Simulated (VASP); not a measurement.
# BP (F-43m) in VASP: further runs

Runs on BP. Level: PBEsol. Tasks: single point.

Program: VASP 6.6.1. These are calculated values, not measurements. Logs are shortened: lines on timing, memory, paths and dates and some standing lists are left out, and cuts for length are marked.

### Step 1. The cell of the first run

Symmetry: F-43m, No. 216, cubic system. The conventional cell has a = 4.538 Å, b = 4.538 Å, c = 4.538 Å, α = 90.00°, β = 90.00°, γ = 90.00°. Within 2.6 Å of P (site symmetry -43m) lie 4 B at 1.97 Å. B (site symmetry -43m) has 4 P at 1.97 Å within 2.6 Å.

### Step 2. Single point, PBEsol

Contents of INCAR:

```
ALGO = Normal ; EDIFF = 1E-7
ENCUT = 520 ; GGA = PS
ISIF = 2 ; ISMEAR = -1
LASPH = True ; LCHARG = True
LELF = True ; LREAL = False
LVHAR = True ; LWAVE = False
NBANDS = 11 ; NELM = 80
PREC = Accurate ; SIGMA = 0.05
```

Contents of KPOINTS:

```
k-points
0
Gamma
  10 10 10
```

Contents of POSCAR:

```
BP
1.0
    0.0000000000      2.2690000000      2.2690000000
    2.2690000000      0.0000000000      2.2690000000
    2.2690000000      2.2690000000      0.0000000000
P B
1 1
Direct
    0.7500000000      0.7500000000      0.7500000000
    0.0000000000      0.0000000000      0.0000000000
```

Potentials or basis: VASP PAW PBE potentials, release 64 (P, B).

On the command line:

```
> cat potpaw_PBE.64/P/POTCAR potpaw_PBE.64/B/POTCAR > POTCAR
> mpirun -np 1 vasp_std > vasp.out
```

OUTCAR:

```text
EDIFF = 1E-7
   ENCUT = 520
   GGA = PS
   ISIF = 2
   ISMEAR = -1
   LASPH = True
   LREAL = False
   NELM = 80
   PREC = Accurate

 ion  position               nearest neighbor table
   1  0.750  0.750  0.750-   2 1.97   2 1.97   2 1.97   2 1.97
   2  0.000  0.000  0.000-   1 1.97   1 1.97   1 1.97   1 1.97

  LATTYP: Found a face centered cubic cell.
 ALAT       =     4.5380000000

  Lattice vectors:

 A1 = (   0.0000000000,   2.2690000000,   2.2690000000)
 A2 = (   2.2690000000,   0.0000000000,   2.2690000000)
 A3 = (   2.2690000000,   2.2690000000,   0.0000000000)

Analysis of symmetry for initial positions (statically):
=====================================================================
 Subroutine PRICEL returns:
 Original cell was already a primitive cell.

 Routine SETGRP: Setting up the symmetry group for a
 face centered cubic supercell.

 Subroutine GETGRP returns: Found 24 space group operations
 (whereof 24 operations were pure point group operations)
 out of a pool of 48 trial point group operations.

The static configuration has the point symmetry T_d .

Analysis of symmetry for dynamics (positions and initial velocities):
=====================================================================
 Subroutine PRICEL returns:
 Original cell was already a primitive cell.

 Routine SETGRP: Setting up the symmetry group for a
 face centered cubic supercell.

 Subroutine GETGRP returns: Found 24 space group operations
 (whereof 24 operations were pure point group operations)
 out of a pool of 48 trial point group operations.

The dynamic configuration has the point symmetry T_d .

 Subroutine INISYM returns: Found 24 space group operations
 (whereof 24 operations are pure point group operations),
 and found     1 'primitive' translations

----------------------------------------------------------------------------------------

                                     Primitive cell

  volume of cell :      23.3633

  direct lattice vectors                    reciprocal lattice vectors
     0.000000000  2.269000000  2.269000000    -0.220361393  0.220361393  0.220361393
     2.269000000  0.000000000  2.269000000     0.220361393 -0.220361393  0.220361393
     2.269000000  2.269000000  0.000000000     0.220361393  0.220361393 -0.220361393

  length of vectors
     3.208850573  3.208850573  3.208850573     0.381677128  0.381677128  0.381677128

  position of ions in fractional coordinates (direct lattice)
     0.750000000  0.750000000  0.750000000
     0.000000000  0.000000000  0.000000000

  ion indices of the primitive-cell ions
   primitive index   ion index
                 1           1
                 2           2

----------------------------------------------------------------------------------------

 KPOINTS: k-points

Automatic generation of k-mesh.
 Grid dimensions read from file:
 generate k-points for:   10   10   10

 Generating k-lattice:

  Cartesian coordinates                     Fractional coordinates (reciprocal lattice)
    -0.022036139  0.022036139  0.022036139     0.100000000  0.000000000  0.000000000
     0.022036139 -0.022036139  0.022036139     0.000000000  0.100000000  0.000000000
     0.022036139  0.022036139 -0.022036139     0.000000000  0.000000000  0.100000000

  Length of vectors
     0.038167713  0.038167713  0.038167713

  Shift w.r.t. Gamma in fractional coordinates (k-lattice)
     0.000000000  0.000000000  0.000000000

 Subroutine IBZKPT returns following result:
 ===========================================

 Found     47 irreducible k-points:

 Following reciprocal coordinates:
            Coordinates               Weight
  0.000000  0.000000  0.000000      1.000000
  0.100000  0.000000  0.000000      8.000000
  0.200000  0.000000  0.000000      8.000000
  0.300000  0.000000  0.000000      8.000000
  0.400000  0.000000  0.000000      8.000000
  0.500000  0.000000  0.000000      4.000000
[... 16 lines left out ...]
  0.300000  0.300000  0.000000      6.000000
  0.400000  0.300000  0.000000     24.000000
 [... further k-points ...]
   k-points           NKPTS =     47   k-points in BZ     NKDIM =     47   number of bands    NBANDS=     11
   number of dos      NEDOS =    301   number of ions     NIONS =      2
   total plane-waves  NPLWV =  13824
   dimension x,y,z NGX =    24 NGY =   24 NGZ =   24
   dimension x,y,z NGXF=    48 NGYF=   48 NGZF=   48
   ions per type =               1   1
   NGX,Y,Z   is equivalent  to a cutoff of  12.43, 12.43, 12.43 a.u.
   NGXF,Y,Z  is equivalent  to a cutoff of  24.87, 24.87, 24.87 a.u.
 SYSTEM =  unknown system
   PREC   = accura    normal or accurate (medium, high low for compatibility)
   ISTART =      0    job   : 0-new  1-cont  2-samecut
   ICHARG =      2    charge: 1-file 2-atom 10-const
   ISPIN  =      1    spin polarized calculation?
   LNONCOLLINEAR =      F non collinear calculations
   LSORBIT =      F    spin-orbit coupling
   LASPH  =      T    aspherical Exc in radial PAW
   ENCUT  =  520.0 eV  38.22 Ry    6.18 a.u.   5.97  5.97  5.97*2*pi/ulx,y,z
   NELM   =     80;   NELMIN=  2; NELMDL= -5     # of ELM steps
   EDIFF  = 0.1E-06   stopping-criterion for ELM
   LREAL  =      F    real-space projection
   EDIFFG = 0.1E-05   stopping-criterion for IOM
   NSW    =      0    number of steps for IOM
   IBRION =     -1    ionic relax: 0-MD 1-quasi-New 2-CG
   NFREE  =      0    steps in history (QN), initial steepest desc. (CG)
   ISIF   =      2    stress and relaxation
   ISYM   =      2    0-nonsym 1-usesym 2-fastsym
   POTIM  = 0.5000    time-step for ionic-motion
   TEBEG  =    0.0;   TEEND  =   0.0 temperature during run
   PSTRESS=    0.0 pullay stress
   NELECT =       8.0000    total number of electrons
   NUPDOWN=      -1.0000    fix difference up-down
   EMIN   =  10.00;   EMAX   =-10.00  energy-range for DOS
[... 5 lines left out ...]
     AMIX     =   0.40;   BMIX     =  1.00
     AMIX_MAG =   1.60;   BMIX_MAG =  1.00
  volume/ion in A,a.u.               =      11.68        78.83
  Fermi-wavevector in a.u.,A,eV,Ry     =   1.145320  2.164342 17.847562  1.311759
  Thomas-Fermi vector in A             =   2.282009
   LORBIT       =      0    0 simple, 1 ext, 2 COOP (PROOUT), +10 PAW based schemes
   GGA     = PS    functional components
   LHFCALC =     F    Hartree Fock is set to
   AEXX    =    0.0000 exact exchange contribution
   IVDW    =     0    specifies the selected vdW correction
   LEPSILON=     F    determine dielectric tensor
   LRPA    =     F    only Hartree local field effects (RPA)
 non-spin polarized calculation
  energy-cutoff  :      520.00
  volume of cell :       23.36
 maximum number of plane-waves:       639
   NGX = 11   NGY = 11   NGZ = 11

 number of electron       8.0000000 magnetization

 Free energy of the ion-electron system (eV)
  ---------------------------------------------------
  ext. energy  EPLUGINS =         0.00000000
  ---------------------------------------------------
  free energy    TOTEN  =       -13.67223471 eV

  energy without entropy =      -13.67223457  energy(sigma->0) =      -13.67223464

 E-fermi :   7.9524     XC(G=0): -11.0458

 val. band max:        7.4054169948   @ k =   0.0000   0.0000   0.0000
 cond. band min:       8.5364021539   @ k =   0.4000   0.4000   0.0000
 fundamental gap:      1.1309851591
 Fermi energy:         7.9524237725

 k-point     1 :       0.0000    0.0000    0.0000
  band No.  band energies     occupation
      1      -8.0926      2.00000
      2       7.4054      1.99996
      3       7.4054      1.99996
      4       7.4054      1.99996
      5      10.7622      0.00000
      6      10.7622      0.00000
      7      10.7622      0.00000
      8      14.7482      0.00000
      9      18.6480      0.00000
     10      19.5271      0.00000
     11      19.5271      0.00000

 k-point     2 :       0.1000    0.0000    0.0000
  band No.  band energies     occupation
      1      -7.9119      2.00000
      2       6.0911      2.00000
      3       7.1069      2.00000
      4       7.1069      2.00000
      5      11.1742      0.00000
      6      11.1742      0.00000
      7      11.1977      0.00000
      8      15.2669      0.00000
      9      18.8077      0.00000
     10      18.8077      0.00000
     11      19.2260      0.00000

 k-point     3 :       0.2000    0.0000    0.0000
  band No.  band energies     occupation
      1      -7.3764      2.00000
      2       3.7357      2.00000
      3       6.5438      2.00000
      4       6.5438      2.00000
      5      11.3900      0.00000
      6      11.8949      0.00000
      7      11.8949      0.00000
      8      16.4124      0.00000
      9      18.1862      0.00000
     10      18.1862      0.00000
     11      20.1071      0.00000

 k-point     4 :       0.3000    0.0000    0.0000
  band No.  band energies     occupation
      1      -6.5152      2.00000
      2       1.3647      2.00000
      3       6.0533      2.00000
      4       6.0533      2.00000
      5      11.2957      0.00000
      6      12.2144      0.00000
      7      12.2144      0.00000
      8      17.2602      0.00000
      9      18.7661      0.00000
     10      18.7661      0.00000
     11      20.4023      0.00000
[... 239 lines left out ...]
 k-point    22 :      -0.2000    0.2000    0.0000
  band No.  band energies     occupation
      1      -6.2227      2.00000
      2       2.1383      2.00000
      3       3.1869      2.00000
      4       6.1546      2.00000
      5      11.8178      0.00000
      6      12.6810      0.00000
      7      13.7368      0.00000
      8      15.6537      0.00000
      9      16.8259      0.00000
     10      20.9016      0.00000
     11      23.1051      0.00000

 k-point    23 :       0.3000    0.3000    0.0000
  band No.  band energies     occupation
      1      -5.9706      2.00000
      2       2.5738      2.00000
      3       4.1572      2.00000
      4       4.1572      2.00000
      5       8.8323      0.00000
      6      11.1815      0.00000
      7      16.2438      0.00000
      8      16.2438      0.00000
      9      20.4162      0.00000
     10      21.7902      0.00000
     11      23.7448      0.00000

 k-point    24 :       0.4000    0.3000    0.0000
  band No.  band energies     occupation
      1      -5.1418      2.00000
      2       1.2407      2.00000
      3       3.3160      2.00000
      4       3.8616      2.00000
      5       9.1170      0.00000
      6      10.9020      0.00000
      7      16.8535      0.00000
      8      16.8618      0.00000
      9      21.3377      0.00000
     10      22.6666      0.00000
     11      24.3217      0.00000

 [... further k-points ...]
[... 5 lines left out ...]
  --------------------------------------------------------------------------------------
  -------------------------------------------------------------------------------------
  Total       -0.2707872     -0.2707872     -0.2707872      0.0000000      0.0000000     -0.0000000
  in kB      -18.5697155    -18.5697155    -18.5697155      0.0000000      0.0000000     -0.0000000
  external PRESSURE =     -18.5697155 kB  Pullay stress =       0.0000000 kB

 VOLUME and BASIS-vectors are now :
 -----------------------------------------------------------------------------
  energy-cutoff  :      520.00
  volume of cell :       23.36
      direct lattice vectors                 reciprocal lattice vectors
     0.000000000  2.269000000  2.269000000    -0.220361393  0.220361393  0.220361393
     2.269000000  0.000000000  2.269000000     0.220361393 -0.220361393  0.220361393
     2.269000000  2.269000000  0.000000000     0.220361393  0.220361393 -0.220361393

 POSITION                                       TOTAL-FORCE (eV/Angst)
 -----------------------------------------------------------------------------------
      3.40350      3.40350      3.40350         0.000000      0.000000     -0.000000
      0.00000      0.00000      0.00000        -0.000000     -0.000000      0.000000
 -----------------------------------------------------------------------------------
    total drift:                               -0.000000     -0.000000     -0.000000

  FREE ENERGIE OF THE ION-ELECTRON SYSTEM (eV)
  ---------------------------------------------------
  free  energy   TOTEN  =       -13.6722347109 eV

  energy  without entropy=      -13.6722345737  energy(sigma->0) =      -13.67223464
```

It took 4.9 s on 1 thread of AMD EPYC 9R45 (Zen 5), shared host; peak memory 0.1 GiB.

Results:

| Item | Value |
| --- | --- |
| Free energy | -13.6722 eV |
| Pressure | -1.9 GPa |
| Band gap on the k mesh | 1.13 eV, indirect (least direct gap 3.36 eV) |

Levels at points of the mesh, in eV from the valence-band top:
```csv
k point,band 2,band 3,band 4,band 5,band 6,band 7
"(0.00, 0.00, 0.00)",0.00,0.00,0.00,3.36,3.36,3.36
"(0.50, 0.00, 0.00)",-9.10,-1.77,-1.77,3.73,4.65,4.65
"(0.50, 0.50, 0.00)",-8.60,-4.15,-4.15,1.23,1.52,12.10
```

Caveat: the PAW data sets were made with another functional, which shifts forces and pressure a little. A k mesh can miss the band edges.

### Step 3. Single point, PBEsol

Contents of INCAR:

```
SYSTEM = BP
PREC = Accurate ; ENCUT = 520
EDIFF = 1E-7 ; ISMEAR = -1
SIGMA = 0.05 ; LREAL = .FALSE.
LASPH = .TRUE. ; NELM = 80
ALGO = Normal ; ISIF = 2
LWAVE = .FALSE. ; LCHARG = .FALSE.
GGA = PS ; NBANDS = 11
```

Contents of KPOINTS:

```
Automatic mesh
0
G
  10 10 10
  0 0 0
```

POSCAR is that of step 2.

Potentials or basis: VASP PAW PBE potentials, release 64 (P, B).

On the command line:

```
> cat potpaw_PBE.64/P/POTCAR potpaw_PBE.64/B/POTCAR > POTCAR
> mpirun -np 1 vasp_std > vasp.out
```

Wall time 4.6 s (1 thread of AMD EPYC 9R45 (Zen 5), shared host); peak memory 0.1 GiB.

The run converged. Its results:

```
Free energy            : -13.6722 eV
Pressure               : -1.9 GPa
Band gap on the k mesh : 1.13 eV, indirect (least direct gap 3.36 eV)
```

Levels at points of the mesh, in eV from the valence-band top:
| k point | band 1 | band 2 | band 3 | band 4 | band 5 | band 6 | band 7 | band 8 |
| --- | --- | --- | --- | --- | --- | --- | --- | --- |
| (0.00, 0.00, 0.00) | -15.50 | 0.00 | 0.00 | 0.00 | 3.36 | 3.36 | 3.36 | 7.34 |
| (0.50, 0.00, 0.00) | -12.15 | -9.10 | -1.77 | -1.77 | 3.73 | 4.65 | 4.65 | 9.93 |
| (0.50, 0.50, 0.00) | -10.62 | -8.60 | -4.15 | -4.15 | 1.23 | 1.52 | 12.10 | 12.10 |

Caveat: the PAW data sets were made with another functional, which shifts forces and pressure a little.
